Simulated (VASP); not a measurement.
Write the native input for VASP 6.6.1 that does the following.

```yaml
Task: single point
Functional: PBEsol
Potentials_or_basis: VASP PAW PBE potentials, release 64 (W_sv, C)
Cutoff: 520 eV
k_mesh: 18 × 18 × 14
Occupations: gaussian, width 0.1 eV
Spin: no spin polarisation
Dipole_correction: no
Further_INCAR_settings: ALGO = Normal; EDIFF = 1e-06; NBANDS = 16
```

The structure of WC lies in POSCAR:

```
WC
1.0
    2.9604361124      0.0000000000      0.0000000000
   -1.4802180562      2.5638128796      0.0000000000
    0.0000000000      0.0000000000      2.8731596135
W C
1 1
Direct
    0.0000000000      0.0000000000      0.0000000000
    0.6666666667      0.3333333333      0.5000000000
```

One way to write it, as run:

INCAR

```
ALGO     = Normal         # electronic algorithm
EDIFF    = 1E-6           # SCF threshold, eV
ENCUT    = 520            # plane-wave cutoff, eV
GGA      = PS             # functional
ISIF     = 2              # what is computed and relaxed
ISMEAR   = 0              # smearing method
LASPH    = True           # aspherical terms in the spheres
LCHARG   = False          # write CHGCAR
LREAL    = False          # projectors in reciprocal space
LWAVE    = False          # write WAVECAR
NBANDS   = 16             # bands
NELM     = 80             # most SCF steps
PREC     = Accurate       # precision mode
SIGMA    = 0.1            # smearing width, eV
```

KPOINTS

```
k-points
0
Gamma
  18 18 14
```

Potentials or basis: VASP PAW PBE potentials, release 64 (W_sv, C).

The run is started by

```console
$ cat potpaw_PBE.64/W_sv/POTCAR potpaw_PBE.64/C/POTCAR > POTCAR
$ mpirun -np 1 vasp_std > vasp.out
```

It gave:

```yaml
Pressure: -19.9 GPa
Band_gap_on_the_k_mesh: zero (bands 9 and 10 overlap by 1.17 eV)
```

Caveat: the cell stands under tension; the PAW data sets were made with another functional, which shifts forces and pressure a little; spin-orbit coupling is left out, which moves the levels of the heavy elements.

Run time: 38 s on 1 thread of Intel(R) Xeon(R) Platinum 8488C (Sapphire Rapids), with other jobs on the host, peak memory 0.22 GiB.
